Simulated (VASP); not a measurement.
# MgB2 (P1) in VASP: further runs

The runs below take MgB2 through single point, with PBE.

Program: VASP 6.6.1. These are calculated values, not measurements. Logs are shortened: lines on timing, memory, paths and dates and some standing lists are left out, and cuts for length are marked.

## Step 1: The cell of the first run

The typed cell holds 3 atoms: a = 3.085 Å, b = 3.085 Å, c = 3.523 Å, α = 90.00°, β = 90.00°, γ = 120.00°.

## Step 2: Single point, PBE

INCAR

```
  PREC = Accurate
  ENCUT = 600
  EDIFF = 1E-6
  ISMEAR = -1
  SIGMA = 0.1
  LREAL = False
  LASPH = True
  NELM = 120
  ALGO = Normal
  ISIF = 2
  LWAVE = False
  LCHARG = False
  GGA = PE
  NBANDS = 11
  GGA_COMPAT = False
```

KPOINTS

```
Automatic mesh
0
Gamma
  5 5 4
```

POSCAR

```
MgB2
1.0
    3.0850000000      0.0000000000      0.0000000000
   -1.5425000000      2.6716880000      0.0000000000
    0.0000000000      0.0000000000      3.5230000000
Mg B
1 2
Direct
   -0.0076074101     -0.0010239522      0.0007451215
    0.3467262776      0.6747114249      0.5044094544
    0.6703780813      0.3275908101      0.4939152304
```

Potentials or basis: VASP PAW PBE potentials, release 64 (Mg, B).

Run with:

```
> cat potpaw_PBE.64/Mg/POTCAR potpaw_PBE.64/B/POTCAR > POTCAR
> mpirun -np 1 vasp_std > vasp.out
```

OUTCAR:

```text
PREC = Accurate
   ENCUT = 600
   EDIFF = 1E-6
   ISMEAR = -1
   LREAL = False
   LASPH = True
   NELM = 120
   ISIF = 2
   GGA = PE

 ion  position               nearest neighbor table
   1  0.992  0.999  0.001-   2 2.46   3 2.46   2 2.47   3 2.49   3 2.50   3 2.51   2 2.51   2 2.52
                             3 2.53   2 2.53   2 2.54   3 2.54
   2  0.347  0.675  0.504-   3 1.74   3 1.79   3 1.81   1 2.46   1 2.47   1 2.51   1 2.52   1 2.53
                             1 2.54
   3  0.670  0.328  0.494-   2 1.74   2 1.79   2 1.81   1 2.46   1 2.49   1 2.50   1 2.51   1 2.53
                             1 2.54

  LATTYP: Found a hexagonal cell.
 ALAT       =     3.0850000000
 C/A-ratio  =     1.1419773096

  Lattice vectors:

 A1 = (   3.0850000000,   0.0000000000,   0.0000000000)
 A2 = (  -1.5425000000,   2.6716880000,   0.0000000000)
 A3 = (   0.0000000000,   0.0000000000,   3.5230000000)

Analysis of symmetry for initial positions (statically):
=====================================================================
 Subroutine PRICEL returns:
 Original cell was already a primitive cell.

 Routine SETGRP: Setting up the symmetry group for a
 hexagonal supercell.

 Subroutine GETGRP returns: Found  1 space group operations
 (whereof  1 operations were pure point group operations)
 out of a pool of 24 trial point group operations.

The static configuration has the point symmetry C_1 .

Analysis of symmetry for dynamics (positions and initial velocities):
=====================================================================
 Subroutine PRICEL returns:
 Original cell was already a primitive cell.

 Routine SETGRP: Setting up the symmetry group for a
 hexagonal supercell.

 Subroutine GETGRP returns: Found  1 space group operations
 (whereof  1 operations were pure point group operations)
 out of a pool of 24 trial point group operations.

The dynamic configuration has the point symmetry C_1 .

 Subroutine INISYM returns: Found  1 space group operations
 (whereof  1 operations are pure point group operations),
 and found     1 'primitive' translations

----------------------------------------------------------------------------------------

                                     Primitive cell

  volume of cell :      29.0371

  direct lattice vectors                    reciprocal lattice vectors
     3.085000000  0.000000000  0.000000000     0.324149109  0.187147601  0.000000000
[... 96 lines left out ...]
   POTIM  = 0.5000    time-step for ionic-motion
   TEBEG  =    0.0;   TEEND  =   0.0 temperature during run
   PSTRESS=    0.0 pullay stress
   NELECT =       8.0000    total number of electrons
   NUPDOWN=      -1.0000    fix difference up-down
   EMIN   =  10.00;   EMAX   =-10.00  energy-range for DOS
   EFERMI =   0.00;   METHOD = LEGACY
   ISMEAR =    -1;   SIGMA  =   0.10  broadening in eV -4-tet -1-fermi 0-gaus
   EFERMI_NEDOS =   21; number of points for ismear=-14 and -15
   IALGO  =     38    algorithm
   IMIX   =      4    mixing-type and parameters
     AMIX     =   0.40;   BMIX     =  1.00
     AMIX_MAG =   1.60;   BMIX_MAG =  1.00
  volume/ion in A,a.u.               =       9.68        65.32
  Fermi-wavevector in a.u.,A,eV,Ry     =   1.065255  2.013040 15.439463  1.134769
  Thomas-Fermi vector in A             =   2.200801
   LORBIT       =      0    0 simple, 1 ext, 2 COOP (PROOUT), +10 PAW based schemes
   GGA     = PE    functional components
   LHFCALC =     F    Hartree Fock is set to
   AEXX    =    0.0000 exact exchange contribution
   IVDW    =     0    specifies the selected vdW correction
   LEPSILON=     F    determine dielectric tensor
   LRPA    =     F    only Hartree local field effects (RPA)
 non-spin polarized calculation
  energy-cutoff  :      600.00
  volume of cell :       29.04
 maximum number of plane-waves:       986
 NGX is ok and might be reduce to    28
   NGX = 13   NGY = 13   NGZ = 15

 number of electron       8.0000000 magnetization

 Free energy of the ion-electron system (eV)
  ---------------------------------------------------
  ext. energy  EPLUGINS =         0.00000000
  ---------------------------------------------------
  free energy    TOTEN  =       -15.32220202 eV

  energy without entropy =      -15.30396206  energy(sigma->0) =      -15.31308204

 E-fermi :   5.3707     XC(G=0): -10.9092

 val. band max:        5.2267097283   @ k =   0.4000   0.0000   0.5000
 cond. band min:       5.3893982926   @ k =   0.0000   0.0000   0.0000
 fundamental gap:      0.1626885643
 Fermi energy:         5.3707202821

 k-point     1 :       0.0000    0.0000    0.0000
  band No.  band energies     occupation
      1      -7.1484      2.00000
      2       2.3294      2.00000
      3       5.3894      0.90688
      4       5.8732      0.01306
      5       6.9104      0.00000
      6      11.2723      0.00000
      7      11.8506      0.00000
      8      13.3355      0.00000
      9      15.2063      0.00000
     10      17.9066      0.00000
     11      21.3620      0.00000
[... 309 lines left out ...]
 k-point    24 :      -0.4000   -0.0000    0.2500
  band No.  band energies     occupation
      1      -4.0074      2.00000
      2      -0.7116      2.00000
      3       2.4639      2.00000
      4       3.3404      2.00000
      5       6.7710      0.00000
      6      10.2357      0.00000
      7      13.2026      0.00000
      8      15.4184      0.00000
      9      15.6867      0.00000
     10      17.2924      0.00000
     11      19.3072      0.00000

 [... further k-points ...]

------------------------ aborting loop because EDIFF is reached ----------------------------------------

  FORCE on cell =-STRESS in cart. coord.  units (eV):
  Direction    XX          YY          ZZ          XY          YZ          ZX
  --------------------------------------------------------------------------------------
  -------------------------------------------------------------------------------------
  Total       -0.2743932     -0.2129862     -0.2099150      0.0024536     -0.0033288     -0.0067341
  in kB      -15.1401575    -11.7519132    -11.5824523      0.1353799     -0.1836736     -0.3715638
  external PRESSURE =     -12.8248410 kB  Pullay stress =       0.0000000 kB

 VOLUME and BASIS-vectors are now :
 -----------------------------------------------------------------------------
  energy-cutoff  :      600.00
  volume of cell :       29.04
      direct lattice vectors                 reciprocal lattice vectors
     3.085000000  0.000000000  0.000000000     0.324149109  0.187147601  0.000000000
    -1.542500000  2.671688000  0.000000000     0.000000000  0.374295202  0.000000000
     0.000000000  0.000000000  3.523000000     0.000000000  0.000000000  0.283848992

 POSITION                                       TOTAL-FORCE (eV/Angst)
 -----------------------------------------------------------------------------------
      1.52061      2.66895      0.00263         0.224077      0.027743     -0.036518
      0.02891      1.80262      1.77703        -0.207472     -0.444276     -0.333186
      1.56281      0.87522      1.74006        -0.016605      0.416533      0.369704
 -----------------------------------------------------------------------------------
    total drift:                               -0.000012     -0.000002     -0.000026

  FREE ENERGIE OF THE ION-ELECTRON SYSTEM (eV)
  ---------------------------------------------------
  free  energy   TOTEN  =       -15.3222020230 eV

  energy  without entropy=      -15.3039620555  energy(sigma->0) =      -15.31308204
```

stdout:

```text
POSCAR found type information on POSCAR MgB
 POSCAR found :  2 types and       3 ions
 scaLAPACK will be used
 LDA part: xc-table for (Slater+PW92), standard interpolation
 POSCAR, INCAR and KPOINTS ok, starting setup
 FFT: planning ... GRIDC
 FFT: planning ... GRID_SOFT
 FFT: planning ... GRID
 WAVECAR not read
 entering main loop
```

Wall time 15 s (1 thread of Intel Xeon 6975P-C, shared host); peak memory 0.17 GiB.

Results:

```yaml
Free_energy: -15.3222 eV
Pressure: -1.3 GPa
Largest_force: 0.593 eV/Å
Band_gap_on_the_k_mesh: zero (band 4 reaches 6.26 eV, above the bottom of band 5 at 3.84 eV)
```

Forces in eV/Å, atoms in the order of the input:
```
Mg   0.224  0.028 -0.037
B   -0.207 -0.444 -0.333
B   -0.017  0.417  0.370
```

Caveat: the k points lie up to 0.47 Å⁻¹ apart.

## Step 3: Single point, PBE

INCAR

```
SYSTEM = MgB2
PREC = Accurate
ENCUT = 600
EDIFF = 1E-6
ISMEAR = -1
SIGMA = 0.1
LREAL = .FALSE.
LASPH = .TRUE.
NELM = 120
ALGO = Normal
ISIF = 2
LWAVE = .FALSE.
LCHARG = .FALSE.
GGA = PE
NBANDS = 11
GGA_COMPAT = .FALSE.
```

KPOINTS

```
regular mesh
0
G
  5 5 4
  0 0 0
```

POSCAR

```
MgB2
1.0
    3.0850000000      0.0000000000      0.0000000000
   -1.5425000000      2.6716880000      0.0000000000
    0.0000000000      0.0000000000      3.5230000000
Mg B
1 2
Direct
   -0.0086723442     -0.0011673115      0.0008486235
    0.3485443825      0.6757557689      0.5049784478
    0.6709543566      0.3268687927      0.4931135265
```

Potentials or basis: VASP PAW PBE potentials, release 64 (Mg, B).

Run with:

```
> cat potpaw_PBE.64/Mg/POTCAR potpaw_PBE.64/B/POTCAR > POTCAR
> mpirun -np 1 vasp_std > vasp.out
```

It took 14 s on 1 thread of Intel Xeon 6975P-C, shared host; peak memory 0.17 GiB.

It converged, with:

* Free energy: -15.3165 eV
* Pressure: -1.2 GPa
* Largest force: 0.674 eV/Å
* Band gap on the k mesh: zero (band 4 reaches 6.30 eV, above the bottom of band 5 at 3.83 eV)

Forces in eV/Å, atoms in the order of the input:
```
Mg   0.257  0.032 -0.041
B   -0.236 -0.507 -0.377
B   -0.021  0.475  0.419
```

Stress tensor (GPa, compression positive):
```
-1.47  0.02 -0.05
 0.02 -1.04 -0.02
-0.05 -0.02 -1.15
```

Levels at points of the mesh, in eV from the Fermi level:
```tsv
k point	band 1	band 2	band 3	band 4	band 5	band 6	band 7	band 8	band 9
(0.00, 0.00, 0.00)	-12.51	-3.03	0.00	0.55	1.55	5.88	6.53	7.97	9.85
(0.00, 0.00, 0.50)	-11.24	-7.52	0.36	0.94	6.18	6.89	7.82	9.70	9.89
```

Caveat: the k points lie up to 0.47 Å⁻¹ apart.
